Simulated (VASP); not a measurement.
# Ti3Al (P-6m2) in VASP: single point with r2SCAN

Aim: the single point of Ti3Al with r2SCAN.

All numbers are computed with VASP 6.6.1; they aren't measurements. Logs are shortened: lines on timing, memory, paths and dates and some standing lists are left out, and cuts for length are marked.

## Step 1: The cell of the first run

Symmetry: P-6m2, No. 187, hexagonal system. Conventional cell: a = 2.830 Å, b = 2.830 Å, c = 9.805 Å, α = 90.00°, β = 90.00°, γ = 120.00°. Ti (site symmetry -6m2) has 12 Ti at 2.83 to 2.94 Å within 3.7 Å. Within 3.7 Å of Ti (site symmetry 3m) lie 9 Ti at 2.83 to 2.94 Å and 3 Al at 2.95 Å. Within 3.7 Å of Al (site symmetry -6m2) lie 6 Al at 2.83 Å and 6 Ti at 2.95 Å.

## Step 2: Single point, r2SCAN

Contents of POSCAR:

```
Ti3Al
1.0
    2.8300746328      0.0000000000      0.0000000000
   -1.4150373164      2.4509165266      0.0000000000
    0.0000000000      0.0000000000      9.8046165398
Ti Al
3 1
Direct
    0.6666666667      0.3333333333      0.0000000000
    0.3333333333      0.6666666667      0.7503852021
    0.3333333333      0.6666666667      0.2496147979
    0.6666666667      0.3333333333      0.5000000000
```

Contents of INCAR.step1:

```
  PREC = Accurate
  ENCUT = 520
  ISMEAR = 0
  SIGMA = 0.15
  LREAL = False
  LASPH = True
  NELM = 100
  NBANDS = 28
  GGA = PE
  ALGO = Normal
  EDIFF = 1E-4
  LWAVE = True
  LCHARG = False
```

Contents of INCAR.step2:

```
  PREC = Accurate
  ENCUT = 520
  EDIFF = 1E-6
  ISMEAR = 0
  SIGMA = 0.15
  LREAL = False
  LASPH = True
  NELM = 100
  ALGO = Normal
  ISIF = 2
  LWAVE = False
  LCHARG = False
  METAGGA = R2SCAN
  LMIXTAU = True
  NBANDS = 28
  ISTART = 1
```

Contents of KPOINTS:

```
regular mesh
0
Gamma
  24 24 6
```

Potentials or basis: VASP PAW PBE potentials, release 64 (Ti_sv, Al).

Run with:

```bash
$ cat potpaw_PBE.64/Ti_sv/POTCAR potpaw_PBE.64/Al/POTCAR > POTCAR
$ cp INCAR.step1 INCAR
$ mpirun -np 1 vasp_std > vasp.out
$ cp INCAR.step2 INCAR
$ mpirun -np 1 vasp_std > vasp.out
```

OUTCAR:

```text
PREC = Accurate
   ENCUT = 520
   EDIFF = 1E-6
   ISMEAR = 0
   LREAL = False
   LASPH = True
   NELM = 100
   ISIF = 2
   METAGGA = R2SCAN
   ISTART = 1

 ion  position               nearest neighbor table
   1  0.667  0.333  0.000-
   2  0.333  0.667  0.750-   4 2.95   4 2.95   4 2.95
   3  0.333  0.667  0.250-   4 2.95   4 2.95   4 2.95
   4  0.667  0.333  0.500-   2 2.95   3 2.95   2 2.95   3 2.95   2 2.95   3 2.95

  LATTYP: Found a hexagonal cell.
 ALAT       =     2.8300746328
 C/A-ratio  =     3.4644374485

  Lattice vectors:

 A1 = (   2.8300746328,   0.0000000000,   0.0000000000)
 A2 = (  -1.4150373164,   2.4509165266,   0.0000000000)
 A3 = (   0.0000000000,   0.0000000000,   9.8046165398)

Analysis of symmetry for initial positions (statically):
=====================================================================
 Subroutine PRICEL returns:
 Original cell was already a primitive cell.

 Routine SETGRP: Setting up the symmetry group for a
 hexagonal supercell.

 Subroutine GETGRP returns: Found 12 space group operations
 (whereof 12 operations were pure point group operations)
 out of a pool of 24 trial point group operations.

The static configuration has the point symmetry D_3h.

Analysis of symmetry for dynamics (positions and initial velocities):
=====================================================================
 Subroutine PRICEL returns:
 Original cell was already a primitive cell.

 Routine SETGRP: Setting up the symmetry group for a
 hexagonal supercell.

 Subroutine GETGRP returns: Found 12 space group operations
 (whereof 12 operations were pure point group operations)
 out of a pool of 24 trial point group operations.

The dynamic configuration has the point symmetry D_3h.

 Subroutine INISYM returns: Found 12 space group operations
 (whereof 12 operations are pure point group operations),
 and found     1 'primitive' translations

----------------------------------------------------------------------------------------

                                     Primitive cell

  volume of cell :      68.0075

  direct lattice vectors                    reciprocal lattice vectors
     2.830074633  0.000000000  0.000000000     0.353347572  0.204005316  0.000000000
    -1.415037316  2.450916527  0.000000000     0.000000000  0.408010632  0.000000000
     0.000000000  0.000000000  9.804616540     0.000000000  0.000000000  0.101992770

  length of vectors
     2.830074633  2.830074633  9.804616540     0.408010632  0.408010632  0.101992770

  position of ions in fractional coordinates (direct lattice)
     0.666666667  0.333333333  0.000000000
     0.333333333  0.666666667  0.750385202
     0.333333333  0.666666667  0.249614798
     0.666666667  0.333333333  0.500000000

  ion indices of the primitive-cell ions
   primitive index   ion index
                 1           1
                 2           2
                 3           3
                 4           4

----------------------------------------------------------------------------------------

 KPOINTS: regular mesh

Automatic generation of k-mesh.
 Grid dimensions read from file:
 generate k-points for:   24   24    6

 Generating k-lattice:

  Cartesian coordinates                     Fractional coordinates (reciprocal lattice)
     0.014722815  0.008500221  0.000000000     0.041666667  0.000000000  0.000000000
     0.000000000  0.017000443  0.000000000     0.000000000  0.041666667  0.000000000
     0.000000000  0.000000000  0.016998795     0.000000000  0.000000000  0.166666667

  Length of vectors
     0.017000443  0.017000443  0.016998795

  Shift w.r.t. Gamma in fractional coordinates (k-lattice)
     0.000000000  0.000000000  0.000000000

 Subroutine IBZKPT returns following result:
 ===========================================

 Found    244 irreducible k-points:

 Following reciprocal coordinates:
            Coordinates               Weight
  0.000000  0.000000  0.000000      1.000000
  0.041667 -0.000000  0.000000      6.000000
  0.083333  0.000000  0.000000      6.000000
  0.125000  0.000000  0.000000      6.000000
  0.166667  0.000000  0.000000      6.000000
  0.208333  0.000000  0.000000      6.000000
[... 16 lines left out ...]
  0.416667  0.041667  0.000000     12.000000
  0.458333  0.041667  0.000000     12.000000
 [... further k-points ...]
   k-points           NKPTS =    244   k-points in BZ     NKDIM =    244   number of bands    NBANDS=     28
   number of dos      NEDOS =    301   number of ions     NIONS =      4
   total plane-waves  NPLWV =  46080
   dimension x,y,z NGX =    24 NGY =   24 NGZ =   80
   dimension x,y,z NGXF=    48 NGYF=   48 NGZF=  160
   ions per type =               3   1
   NGX,Y,Z   is equivalent  to a cutoff of  14.10, 14.10, 13.56 a.u.
   NGXF,Y,Z  is equivalent  to a cutoff of  28.20, 28.20, 27.13 a.u.
 SYSTEM =  unknown system
   PREC   = accura    normal or accurate (medium, high low for compatibility)
   ISTART =      1    job   : 0-new  1-cont  2-samecut
   ICHARG =      0    charge: 1-file 2-atom 10-const
   ISPIN  =      1    spin polarized calculation?
   LNONCOLLINEAR =      F non collinear calculations
   LSORBIT =      F    spin-orbit coupling
   LASPH  =      T    aspherical Exc in radial PAW
   ENCUT  =  520.0 eV  38.22 Ry    6.18 a.u.   5.26  5.26 18.23*2*pi/ulx,y,z
   NELM   =    100;   NELMIN=  2; NELMDL=  0     # of ELM steps
   EDIFF  = 0.1E-05   stopping-criterion for ELM
   LREAL  =      F    real-space projection
   EDIFFG = 0.1E-04   stopping-criterion for IOM
   NSW    =      0    number of steps for IOM
   IBRION =     -1    ionic relax: 0-MD 1-quasi-New 2-CG
   NFREE  =      0    steps in history (QN), initial steepest desc. (CG)
   ISIF   =      2    stress and relaxation
   ISYM   =      2    0-nonsym 1-usesym 2-fastsym
   POTIM  = 0.5000    time-step for ionic-motion
   TEBEG  =    0.0;   TEEND  =   0.0 temperature during run
   PSTRESS=    0.0 pullay stress
   NELECT =      39.0000    total number of electrons
   NUPDOWN=      -1.0000    fix difference up-down
   EMIN   =  10.00;   EMAX   =-10.00  energy-range for DOS
   EFERMI =   0.00;   METHOD = LEGACY
   ISMEAR =     0;   SIGMA  =   0.15  broadening in eV -4-tet -1-fermi 0-gaus
   EFERMI_NEDOS =   21; number of points for ismear=-14 and -15
   IALGO  =     38    algorithm
   IMIX   =      4    mixing-type and parameters
     AMIX     =   0.40;   BMIX     =  1.00
     AMIX_MAG =   1.60;   BMIX_MAG =  1.00
  volume/ion in A,a.u.               =      17.00       114.73
  Fermi-wavevector in a.u.,A,eV,Ry     =   1.360120  2.570255 25.169792  1.849928
  Thomas-Fermi vector in A             =   2.486810
   LORBIT       =      0    0 simple, 1 ext, 2 COOP (PROOUT), +10 PAW based schemes
   METAGGA = R2SCAN    functional components
   LHFCALC =     F    Hartree Fock is set to
   AEXX    =    0.0000 exact exchange contribution
   IVDW    =     0    specifies the selected vdW correction
   LEPSILON=     F    determine dielectric tensor
   LRPA    =     F    only Hartree local field effects (RPA)
 non-spin polarized calculation
 Gauss-broadening in eV      SIGMA  =   0.15
  energy-cutoff  :      520.00
  volume of cell :       68.01
 maximum number of plane-waves:      1850
 NGX is ok and might be reduce to    24
   NGX = 11   NGY = 11   NGZ = 37

 number of electron      39.0000006 magnetization

 Free energy of the ion-electron system (eV)
  ---------------------------------------------------
  ext. energy  EPLUGINS =         0.00000000
  ---------------------------------------------------
  free energy    TOTEN  =       -45.97110332 eV

  energy without entropy =      -45.92999500  energy(sigma->0) =      -45.95054916

 E-fermi :   8.1356     XC(G=0): -12.0778

 val. band max:        8.1335091281   @ k =   0.2917   0.0833   0.3333
 cond. band min:       8.1408235146   @ k =   0.3333   0.0000   0.5000
 fundamental gap:      0.0073143865
 Fermi energy:         8.1355690659

 k-point     1 :       0.0000    0.0000    0.0000
  band No.  band energies     occupation
      1     -50.9279      2.00000
      2     -50.8697      2.00000
      3     -50.8430      2.00000
      4     -26.3656      2.00000
      5     -26.1257      2.00000
      6     -25.9041      2.00000
[... 20 lines left out ...]
     27      10.8117      0.00000
     28      11.2886      0.00000

 k-point     2 :       0.0417   -0.0000    0.0000
  band No.  band energies     occupation
      1     -50.9257      2.00000
      2     -50.8677      2.00000
      3     -50.8413      2.00000
      4     -26.3622      2.00000
      5     -26.1245      2.00000
      6     -25.9046      2.00000
[... 20 lines left out ...]
     27      10.7883      0.00000
     28      11.2103      0.00000

 k-point     3 :       0.0833    0.0000    0.0000
  band No.  band energies     occupation
      1     -50.9192      2.00000
      2     -50.8620      2.00000
      3     -50.8364      2.00000
      4     -26.3522      2.00000
      5     -26.1213      2.00000
      6     -25.9068      2.00000
[... 20 lines left out ...]
     27      10.7244      0.00000
     28      11.0380      0.00000

 k-point     4 :       0.1250    0.0000    0.0000
  band No.  band energies     occupation
      1     -50.9088      2.00000
      2     -50.8529      2.00000
      3     -50.8286      2.00000
      4     -26.3363      2.00000
      5     -26.1173      2.00000
      6     -25.9125      2.00000
[... 20 lines left out ...]
     27      10.6363      0.00000
     28      10.8543      0.00000

 k-point     5 :       0.1667    0.0000    0.0000
  band No.  band energies     occupation
      1     -50.8951      2.00000
      2     -50.8409      2.00000
      3     -50.8186      2.00000
      4     -26.3156      2.00000
      5     -26.1154      2.00000
      6     -25.9280      2.00000
[... 20 lines left out ...]
     27      10.5539      0.00000
     28      10.7063      0.00000

 k-point     6 :       0.2083    0.0000    0.0000
  band No.  band energies     occupation
      1     -50.8789      2.00000
      2     -50.8269      2.00000
      3     -50.8069      2.00000
      4     -26.2920      2.00000
      5     -26.1226      2.00000
      6     -25.9687      2.00000
[... 463 lines left out ...]
      5     -26.2906      2.00000
      6     -26.2162      2.00000
[... 20 lines left out ...]
     27      11.3539      0.00000
     28      11.4781      0.00000

 k-point    22 :       0.3750    0.0417    0.0000
  band No.  band energies     occupation
      1     -50.8050      2.00000
      2     -50.7649      2.00000
      3     -50.7575      2.00000
      4     -26.3648      2.00000
      5     -26.3342      2.00000
      6     -26.2733      2.00000
[... 20 lines left out ...]
     27      11.4187      0.00000
     28      11.5811      0.00000

 k-point    23 :       0.4167    0.0417    0.0000
  band No.  band energies     occupation
      1     -50.7955      2.00000
      2     -50.7573      2.00000
      3     -50.7519      2.00000
      4     -26.4054      2.00000
      5     -26.3697      2.00000
      6     -26.3136      2.00000
[... 20 lines left out ...]
     27      11.4392      0.00000
     28      11.9077      0.00000

 k-point    24 :       0.4583    0.0417    0.0000
  band No.  band energies     occupation
      1     -50.7905      2.00000
      2     -50.7534      2.00000
      3     -50.7491      2.00000
      4     -26.4265      2.00000
      5     -26.3888      2.00000
      6     -26.3343      2.00000
[... 20 lines left out ...]
     27      11.4477      0.00000
     28      12.1492      0.00000

 [... further k-points ...]
[... 5 lines left out ...]
  --------------------------------------------------------------------------------------
  -------------------------------------------------------------------------------------
  Total        2.1404599      2.1404599     -4.0938752      0.0000000      0.0000000      0.0000000
  in kB       50.4267132     50.4267132    -96.4468755      0.0000000      0.0000000      0.0000000
  external PRESSURE =       1.4688503 kB  Pullay stress =       0.0000000 kB

 VOLUME and BASIS-vectors are now :
 -----------------------------------------------------------------------------
  energy-cutoff  :      520.00
  volume of cell :       68.01
      direct lattice vectors                 reciprocal lattice vectors
     2.830074633  0.000000000  0.000000000     0.353347572  0.204005316  0.000000000
    -1.415037316  2.450916527  0.000000000     0.000000000  0.408010632  0.000000000
     0.000000000  0.000000000  9.804616540     0.000000000  0.000000000  0.101992770

 POSITION                                       TOTAL-FORCE (eV/Angst)
 -----------------------------------------------------------------------------------
      1.41504      0.81697      0.00000        -0.000000     -0.000000      0.000000
     -0.00000      1.63394      7.35724         0.000000      0.000000     -0.269938
     -0.00000      1.63394      2.44738        -0.000000     -0.000000      0.269938
      1.41504      0.81697      4.90231         0.000000     -0.000000      0.000000
 -----------------------------------------------------------------------------------
    total drift:                                0.000001     -0.000001      0.000000

  FREE ENERGIE OF THE ION-ELECTRON SYSTEM (eV)
  ---------------------------------------------------
  free  energy   TOTEN  =       -45.9711033180 eV

  energy  without entropy=      -45.9299949993  energy(sigma->0) =      -45.95054916
```

Wall time 25 min (1 thread of AMD EPYC 9R45 (Zen 5), shared host); peak memory 0.46 GiB.

Results:

| Quantity | Value |
| --- | --- |
| Free energy | -45.9711 eV |
| Pressure | 0.1 GPa |
| Largest force | 0.270 eV/Å |
| Band gap on the k mesh | zero (an odd number of electrons rules out a gap without spin polarisation) |

Forces on the atoms (eV/Å):
```
Ti   0.000  0.000  0.000
Ti   0.000  0.000 -0.270
Ti   0.000  0.000  0.270
Al   0.000  0.000  0.000
```

Caveat: the stress differs along the axes, from -10 to 5 GPa; the PAW data sets were made with another functional, which shifts forces and pressure a little.
